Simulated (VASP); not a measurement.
# CuNi2 (Fd-3m) in VASP: further runs

The runs below take CuNi2 through single point, with PBE.

Program: VASP 6.6.1. These are calculated values, not measurements. Logs are shortened: lines on timing, memory, paths and dates and some standing lists are left out, and cuts for length are marked.

## Step 1: The cell of the first run

It takes space group Fd-3m (No. 227, cubic). The conventional cell has a = 6.554 Å, b = 6.554 Å, c = 6.554 Å, α = 90.00°, β = 90.00°, γ = 90.00°. Within 3.6 Å of Cu (site symmetry -43m) lie 12 Ni at 2.72 Å and 4 Cu at 2.84 Å. Within 3.1 Å of Ni (site symmetry -3m) lie 6 Ni at 2.32 Å and 6 Cu at 2.72 Å.

## Step 2: Single point, PBE

INCAR

```
SYSTEM = CuNi2
  PREC = Accurate
  ENCUT = 520
  EDIFF = 1E-7
  ISMEAR = 0
  SIGMA = 0.1
  LREAL = .False.
  LASPH = .True.
  NELM = 80
  ALGO = Normal
  ISIF = 2
  LWAVE = .False.
  LCHARG = .False.
  GGA = PE
  NBANDS = 40
```

KPOINTS

```
Automatic mesh
0
Gamma
  6 6 6
  0 0 0
```

POSCAR

```
CuNi2
1.0
    0.0000000000      3.2771424995      3.2771424995
    3.2771424995      0.0000000000      3.2771424995
    3.2771424995      3.2771424995      0.0000000000
Cu Ni
2 4
Direct
    0.0000000000      0.0000000000      0.0000000000
    0.2500000000      0.2500000000      0.2500000000
    0.6250000000      0.6250000000      0.6250000000
    0.1250000000      0.6250000000      0.6250000000
    0.6250000000      0.6250000000      0.1250000000
    0.6250000000      0.1250000000      0.6250000000
```

Potentials or basis: VASP PAW PBE potentials, release 64 (Cu, Ni).

Launch:

```bash
> cat potpaw_PBE.64/Cu/POTCAR potpaw_PBE.64/Ni/POTCAR > POTCAR
> mpirun -np 1 vasp_std > vasp.out
```

OUTCAR:

```text
SYSTEM = CuNi2
   PREC = Accurate
   ENCUT = 520
   EDIFF = 1E-7
   ISMEAR = 0
   LREAL = .False.
   LASPH = .True.
   NELM = 80
   ISIF = 2
   GGA = PE

 ion  position               nearest neighbor table
   1  0.000  0.000  0.000-   3 2.72   3 2.72   3 2.72   4 2.72   5 2.72   6 2.72   6 2.72   4 2.72
                             6 2.72   5 2.72   4 2.72   5 2.72
   2  0.250  0.250  0.250-   4 2.72   5 2.72   6 2.72   3 2.72   3 2.72   3 2.72   4 2.72   4 2.72
                             5 2.72   6 2.72   5 2.72   6 2.72
   3  0.625  0.625  0.625-   4 2.32   5 2.32   6 2.32   5 2.32   6 2.32   4 2.32   1 2.72   2 2.72
                             1 2.72   2 2.72   1 2.72   2 2.72
   4  0.125  0.625  0.625-   3 2.32   5 2.32   6 2.32   3 2.32   5 2.32   6 2.32   1 2.72   2 2.72
                             2 2.72   1 2.72   2 2.72   1 2.72
   5  0.625  0.625  0.125-   3 2.32   3 2.32   4 2.32   6 2.32   6 2.32   4 2.32   1 2.72   2 2.72
                             1 2.72   2 2.72   1 2.72   2 2.72
   6  0.625  0.125  0.625-   3 2.32   5 2.32   3 2.32   4 2.32   5 2.32   4 2.32   1 2.72   2 2.72
                             1 2.72   2 2.72   1 2.72   2 2.72

  LATTYP: Found a face centered cubic cell.
 ALAT       =     6.5542849990

  Lattice vectors:

 A1 = (   0.0000000000,   3.2771424995,   3.2771424995)
 A2 = (   3.2771424995,   0.0000000000,   3.2771424995)
 A3 = (   3.2771424995,   3.2771424995,   0.0000000000)

Analysis of symmetry for initial positions (statically):
=====================================================================
 Subroutine PRICEL returns:
 Original cell was already a primitive cell.

 Routine SETGRP: Setting up the symmetry group for a
 face centered cubic supercell.

 Subroutine GETGRP returns: Found 48 space group operations
 (whereof 24 operations were pure point group operations)
 out of a pool of 48 trial point group operations.

The static configuration has the point symmetry T_d .
 The point group associated with its full space group is O_h .

Analysis of symmetry for dynamics (positions and initial velocities):
=====================================================================
 Subroutine PRICEL returns:
 Original cell was already a primitive cell.

 Routine SETGRP: Setting up the symmetry group for a
 face centered cubic supercell.

 Subroutine GETGRP returns: Found 48 space group operations
 (whereof 24 operations were pure point group operations)
 out of a pool of 48 trial point group operations.

The dynamic configuration has the point symmetry T_d .
 The point group associated with its full space group is O_h .

 Subroutine INISYM returns: Found 48 space group operations
 (whereof 24 operations are pure point group operations),
 and found     1 'primitive' translations

----------------------------------------------------------------------------------------

                                     Primitive cell

  volume of cell :      70.3908

  direct lattice vectors                    reciprocal lattice vectors
     0.000000000  3.277142500  3.277142500    -0.152571943  0.152571943  0.152571943
     3.277142500  0.000000000  3.277142500     0.152571943 -0.152571943  0.152571943
     3.277142500  3.277142500  0.000000000     0.152571943  0.152571943 -0.152571943

  length of vectors
     4.634579369  4.634579369  4.634579369     0.264262358  0.264262358  0.264262358

  position of ions in fractional coordinates (direct lattice)
     0.000000000  0.000000000  0.000000000
     0.250000000  0.250000000  0.250000000
     0.625000000  0.625000000  0.625000000
     0.125000000  0.625000000  0.625000000
     0.625000000  0.625000000  0.125000000
     0.625000000  0.125000000  0.625000000

  ion indices of the primitive-cell ions
   primitive index   ion index
                 1           1
                 2           2
                 3           3
                 4           4
                 5           5
                 6           6

----------------------------------------------------------------------------------------

 KPOINTS: Automatic mesh

Automatic generation of k-mesh.
 Grid dimensions read from file:
 generate k-points for:    6    6    6

 Generating k-lattice:

  Cartesian coordinates                     Fractional coordinates (reciprocal lattice)
    -0.025428657  0.025428657  0.025428657     0.166666667  0.000000000  0.000000000
     0.025428657 -0.025428657  0.025428657     0.000000000  0.166666667  0.000000000
     0.025428657  0.025428657 -0.025428657     0.000000000  0.000000000  0.166666667

  Length of vectors
     0.044043726  0.044043726  0.044043726

  Shift w.r.t. Gamma in fractional coordinates (k-lattice)
     0.000000000  0.000000000  0.000000000

 Subroutine IBZKPT returns following result:
 ===========================================

 Found     16 irreducible k-points:

 Following reciprocal coordinates:
            Coordinates               Weight
  0.000000  0.000000  0.000000      1.000000
  0.166667  0.000000  0.000000      8.000000
  0.333333  0.000000  0.000000      8.000000
  0.500000  0.000000  0.000000      4.000000
  0.166667  0.166667  0.000000      6.000000
  0.333333  0.166667  0.000000     24.000000
[... 8 lines left out ...]
 -0.333333  0.333333  0.166667     24.000000
 -0.333333  0.500000  0.166667     12.000000
   k-points           NKPTS =     16   k-points in BZ     NKDIM =     16   number of bands    NBANDS=     40
   number of dos      NEDOS =    301   number of ions     NIONS =      6
   total plane-waves  NPLWV =  46656
   dimension x,y,z NGX =    36 NGY =   36 NGZ =   36
   dimension x,y,z NGXF=    72 NGYF=   72 NGZF=   72
   ions per type =               2   4
   NGX,Y,Z   is equivalent  to a cutoff of  12.91, 12.91, 12.91 a.u.
   NGXF,Y,Z  is equivalent  to a cutoff of  25.83, 25.83, 25.83 a.u.
 SYSTEM =  CuNi2
   PREC   = accura    normal or accurate (medium, high low for compatibility)
   ISTART =      0    job   : 0-new  1-cont  2-samecut
   ICHARG =      2    charge: 1-file 2-atom 10-const
   ISPIN  =      1    spin polarized calculation?
   LNONCOLLINEAR =      F non collinear calculations
   LSORBIT =      F    spin-orbit coupling
   LASPH  =      T    aspherical Exc in radial PAW
   ENCUT  =  520.0 eV  38.22 Ry    6.18 a.u.   8.62  8.62  8.62*2*pi/ulx,y,z
   NELM   =     80;   NELMIN=  2; NELMDL= -5     # of ELM steps
   EDIFF  = 0.1E-06   stopping-criterion for ELM
   LREAL  =      F    real-space projection
   EDIFFG = 0.1E-05   stopping-criterion for IOM
   NSW    =      0    number of steps for IOM
   IBRION =     -1    ionic relax: 0-MD 1-quasi-New 2-CG
   NFREE  =      0    steps in history (QN), initial steepest desc. (CG)
   ISIF   =      2    stress and relaxation
   ISYM   =      2    0-nonsym 1-usesym 2-fastsym
   POTIM  = 0.5000    time-step for ionic-motion
   TEBEG  =    0.0;   TEEND  =   0.0 temperature during run
   PSTRESS=    0.0 pullay stress
   NELECT =      62.0000    total number of electrons
   NUPDOWN=      -1.0000    fix difference up-down
   EMIN   =  10.00;   EMAX   =-10.00  energy-range for DOS
   EFERMI =   0.00;   METHOD = LEGACY
   ISMEAR =     0;   SIGMA  =   0.10  broadening in eV -4-tet -1-fermi 0-gaus
   EFERMI_NEDOS =   21; number of points for ismear=-14 and -15
   IALGO  =     38    algorithm
   IMIX   =      4    mixing-type and parameters
     AMIX     =   0.40;   BMIX     =  1.00
     AMIX_MAG =   1.60;   BMIX_MAG =  1.00
  volume/ion in A,a.u.               =      11.73        79.17
  Fermi-wavevector in a.u.,A,eV,Ry     =   1.569279  2.965507 33.506190  2.462636
  Thomas-Fermi vector in A             =   2.671185
   LORBIT       =      0    0 simple, 1 ext, 2 COOP (PROOUT), +10 PAW based schemes
   GGA     = PE    functional components
   LHFCALC =     F    Hartree Fock is set to
   AEXX    =    0.0000 exact exchange contribution
   IVDW    =     0    specifies the selected vdW correction
   LEPSILON=     F    determine dielectric tensor
   LRPA    =     F    only Hartree local field effects (RPA)
 non-spin polarized calculation
 Gauss-broadening in eV      SIGMA  =   0.10
  energy-cutoff  :      520.00
  volume of cell :       70.39
 maximum number of plane-waves:      1917
 NGX is ok and might be reduce to    36
   NGX = 17   NGY = 17   NGZ = 17

 number of electron      61.9999962 magnetization

 Free energy of the ion-electron system (eV)
  ---------------------------------------------------
  ext. energy  EPLUGINS =         0.00000000
  ---------------------------------------------------
  free energy    TOTEN  =       -28.45816689 eV

  energy without entropy =      -28.44633164  energy(sigma->0) =      -28.45224927

 E-fermi :   8.0288     XC(G=0): -12.7458

 val. band max:        7.9906861602   @ k =  -0.3333   0.3333   0.0000
 cond. band min:       8.0488746918   @ k =  -0.1667   0.1667   0.0000
 fundamental gap:      0.0581885316
 Fermi energy:         8.0287779167

 k-point     1 :       0.0000    0.0000    0.0000
  band No.  band energies     occupation
      1      -0.6996      2.00000
      2       3.0042      2.00000
      3       4.0396      2.00000
      4       4.0396      2.00000
      5       4.0396      2.00000
      6       4.7439      2.00000
[... 32 lines left out ...]
     39      14.1762      0.00000
     40      14.8914      0.00000

 k-point     2 :       0.1667    0.0000    0.0000
  band No.  band energies     occupation
      1      -0.3923      2.00000
      2       3.1008      2.00000
      3       4.0487      2.00000
      4       4.0805      2.00000
      5       4.0805      2.00000
      6       4.5088      2.00000
[... 32 lines left out ...]
     39      14.8799      0.00000
     40      15.3538      0.00000

 k-point     3 :       0.3333    0.0000    0.0000
  band No.  band energies     occupation
      1       0.4902      2.00000
      2       3.0169      2.00000
      3       3.9315      2.00000
      4       4.1682      2.00000
      5       4.1682      2.00000
      6       4.2316      2.00000
[... 509 lines left out ...]
  band No.  band energies     occupation
      1       2.2550      2.00000
      2       2.6859      2.00000
      3       3.6776      2.00000
      4       3.7179      2.00000
      5       4.4774      2.00000
      6       4.6087      2.00000
[... 32 lines left out ...]
     39      17.1050      0.00000
     40      17.4537      0.00000

 k-point    16 :      -0.3333    0.5000    0.1667
  band No.  band energies     occupation
      1       2.7682      2.00000
      2       2.7682      2.00000
      3       3.5370      2.00000
      4       3.5370      2.00000
      5       4.7211      2.00000
      6       4.7211      2.00000
[... 32 lines left out ...]
     39      19.3890      0.00000
     40      19.3890      0.00000

------------------------ aborting loop because EDIFF is reached ----------------------------------------

  FORCE on cell =-STRESS in cart. coord.  units (eV):
  Direction    XX          YY          ZZ          XY          YZ          ZX
  --------------------------------------------------------------------------------------
  -------------------------------------------------------------------------------------
  Total        0.0645773      0.0645773      0.0645773      0.0000000     -0.0000000     -0.0000000
  in kB        1.4698552      1.4698552      1.4698552      0.0000000     -0.0000000     -0.0000000
  external PRESSURE =       1.4698552 kB  Pullay stress =       0.0000000 kB

 VOLUME and BASIS-vectors are now :
 -----------------------------------------------------------------------------
  energy-cutoff  :      520.00
  volume of cell :       70.39
      direct lattice vectors                 reciprocal lattice vectors
     0.000000000  3.277142500  3.277142500    -0.152571943  0.152571943  0.152571943
     3.277142500  0.000000000  3.277142500     0.152571943 -0.152571943  0.152571943
     3.277142500  3.277142500  0.000000000     0.152571943  0.152571943 -0.152571943

 POSITION                                       TOTAL-FORCE (eV/Angst)
 -----------------------------------------------------------------------------------
      0.00000      0.00000      0.00000         0.000000      0.000000      0.000000
      1.63857      1.63857      1.63857        -0.000000     -0.000000     -0.000000
      4.09643      4.09643      4.09643        -0.000000      0.000000      0.000000
      4.09643      2.45786      2.45786        -0.000000      0.000000      0.000000
      2.45786      2.45786      4.09643        -0.000000      0.000000      0.000000
      2.45786      4.09643      2.45786        -0.000000      0.000000      0.000000
 -----------------------------------------------------------------------------------
    total drift:                                0.000000      0.000000      0.000000

  FREE ENERGIE OF THE ION-ELECTRON SYSTEM (eV)
  ---------------------------------------------------
  free  energy   TOTEN  =       -28.4581668943 eV

  energy  without entropy=      -28.4463316398  energy(sigma->0) =      -28.45224927
```

It took 33 s on 1 thread of AMD EPYC 9R45 (Zen 5), shared host; peak memory 0.19 GiB.

What came out:

```
Free energy            : -28.4582 eV
Pressure               : 0.1 GPa
Band gap on the k mesh : zero (bands 31 and 32 overlap by 0.87 eV)
```

Levels at points of the mesh, in eV from the Fermi level:
```tsv
k point	band 27	band 28	band 29	band 30	band 31	band 32	band 33	band 34	band 35	band 36
(0.00, 0.00, 0.00)	-0.34	-0.34	0.45	0.45	0.45	0.99	2.51	2.51	2.51	6.07
(0.50, 0.00, 0.00)	-0.66	-0.58	-0.58	-0.47	-0.47	0.45	1.84	2.37	2.37	4.97
(0.50, 0.50, 0.00)	-0.99	-0.99	-0.59	-0.59	-0.42	-0.42	1.55	1.55	1.77	1.77
```

Spin polarisation is off, so any magnetic state and its effect on volume and gap are missing.

## Step 3: Single point, PBE

INCAR

```
SYSTEM = CuNi2
  ALGO = Fast
  EDIFF = 1E-6
  ENCUT = 520
  GGA = PE
  ISIF = 2
  ISMEAR = 0
  LASPH = .TRUE.
  LCHARG = .FALSE.
  LREAL = .FALSE.
  LWAVE = .FALSE.
  NBANDS = 40
  NELM = 60
  PREC = Accurate
  SIGMA = 0.1
```

KPOINTS

```
k-points
0
G
  10 10 10
  0 0 0
```

POSCAR

```
CuNi2
1.0
    0.0000000000      3.2787046811      3.2787046811
    3.2787046811      0.0000000000      3.2787046811
    3.2787046811      3.2787046811      0.0000000000
Cu Ni
2 4
Direct
    0.5000000000      0.5000000000      0.5000000000
    0.7500000000      0.7500000000      0.7500000000
    0.1250000000      0.1250000000      0.1250000000
    0.6250000000      0.1250000000      0.1250000000
    0.1250000000      0.1250000000      0.6250000000
    0.1250000000      0.6250000000      0.1250000000
```

Potentials or basis: VASP PAW PBE potentials, release 64 (Cu, Ni).

Launch:

```bash
> cat potpaw_PBE.64/Cu/POTCAR potpaw_PBE.64/Ni/POTCAR > POTCAR
> mpirun -np 1 vasp_std > vasp.out
```

OUTCAR:

```text
SYSTEM = CuNi2
   EDIFF = 1E-6
   ENCUT = 520
   GGA = PE
   ISIF = 2
   ISMEAR = 0
   LASPH = .TRUE.
   LREAL = .FALSE.
   NELM = 60
   PREC = Accurate

 ion  position               nearest neighbor table
   1  0.500  0.500  0.500-   3 2.72   5 2.72   6 2.72   3 2.72   4 2.72   5 2.72   3 2.72   4 2.72
                             6 2.72   4 2.72   5 2.72   6 2.72
   2  0.750  0.750  0.750-   3 2.72   4 2.72   6 2.72   3 2.72   4 2.72   5 2.72   3 2.72   5 2.72
                             6 2.72   4 2.72   5 2.72   6 2.72
   3  0.125  0.125  0.125-   4 2.32   5 2.32   6 2.32   5 2.32   6 2.32   4 2.32   1 2.72   2 2.72
                             1 2.72   2 2.72   1 2.72   2 2.72
   4  0.625  0.125  0.125-   3 2.32   5 2.32   6 2.32   3 2.32   5 2.32   6 2.32   2 2.72   1 2.72
                             2 2.72   1 2.72   1 2.72   2 2.72
   5  0.125  0.125  0.625-   3 2.32   3 2.32   4 2.32   6 2.32   6 2.32   4 2.32   1 2.72   2 2.72
                             1 2.72   2 2.72   1 2.72   2 2.72
   6  0.125  0.625  0.125-   3 2.32   5 2.32   3 2.32   4 2.32   5 2.32   4 2.32   1 2.72   2 2.72
                             1 2.72   2 2.72   1 2.72   2 2.72

  LATTYP: Found a face centered cubic cell.
 ALAT       =     6.5574093622

[... 196 lines left out ...]
 Fermi energy:         7.9744161971

 k-point     1 :       0.0000    0.0000    0.0000
  band No.  band energies     occupation
      1      -0.7079      2.00000
      2       2.9957      2.00000
      3       4.0293      2.00000
      4       4.0293      2.00000
      5       4.0293      2.00000
      6       4.7307      2.00000
[... 1021 lines left out ...]
     39      17.8762      0.00000
     40      18.9895      0.00000

 [... further k-points ...]

------------------------ aborting loop because EDIFF is reached ----------------------------------------

  FORCE on cell =-STRESS in cart. coord.  units (eV):
  Direction    XX          YY          ZZ          XY          YZ          ZX
  --------------------------------------------------------------------------------------
  -------------------------------------------------------------------------------------
  Total        0.1307804      0.1307804      0.1307804     -0.0000000      0.0000000      0.0000000
  in kB        2.9724620      2.9724620      2.9724620     -0.0000000      0.0000000      0.0000000
  external PRESSURE =       2.9724620 kB  Pullay stress =       0.0000000 kB

 VOLUME and BASIS-vectors are now :
 -----------------------------------------------------------------------------
  energy-cutoff  :      520.00
  volume of cell :       70.49
      direct lattice vectors                 reciprocal lattice vectors
     0.000000000  3.278704681  3.278704681    -0.152499249  0.152499249  0.152499249
     3.278704681  0.000000000  3.278704681     0.152499249 -0.152499249  0.152499249
     3.278704681  3.278704681  0.000000000     0.152499249  0.152499249 -0.152499249

 POSITION                                       TOTAL-FORCE (eV/Angst)
 -----------------------------------------------------------------------------------
      3.27870      3.27870      3.27870         0.000000      0.000000      0.000000
      4.91806      4.91806      4.91806        -0.000000     -0.000000     -0.000000
      0.81968      0.81968      0.81968         0.000000      0.000000     -0.000000
      0.81968      2.45903      2.45903         0.000000      0.000000     -0.000000
      2.45903      2.45903      0.81968         0.000000      0.000000     -0.000000
      2.45903      0.81968      2.45903         0.000000      0.000000     -0.000000
 -----------------------------------------------------------------------------------
    total drift:                                0.000000      0.000000      0.000000

  FREE ENERGIE OF THE ION-ELECTRON SYSTEM (eV)
  ---------------------------------------------------
  free  energy   TOTEN  =       -28.4084840251 eV

  energy  without entropy=      -28.3878239801  energy(sigma->0) =      -28.39815400
```

Run time: 1.7 min. Hardware: 1 thread of AMD EPYC 9R45 (Zen 5), shared host; peak memory 0.24 GiB.

What came out:

```yaml
Free_energy: -28.4085 eV
Pressure: 0.3 GPa
Band_gap_on_the_k_mesh: zero (bands 31 and 32 overlap by 0.88 eV)
```

Levels at points of the mesh, in eV from the Fermi level:
| k point | band 29 | band 30 | band 31 | band 32 | band 33 | band 34 |
| --- | --- | --- | --- | --- | --- | --- |
| (0.00, 0.00, 0.00) | 0.49 | 0.49 | 0.49 | 1.03 | 2.54 | 2.54 |
| (0.50, 0.00, 0.00) | -0.54 | -0.44 | -0.44 | 0.49 | 1.87 | 2.40 |
| (0.50, 0.50, 0.00) | -0.56 | -0.56 | -0.39 | -0.39 | 1.58 | 1.58 |

Spin polarisation is off, so any magnetic state and its effect on volume and gap are missing.
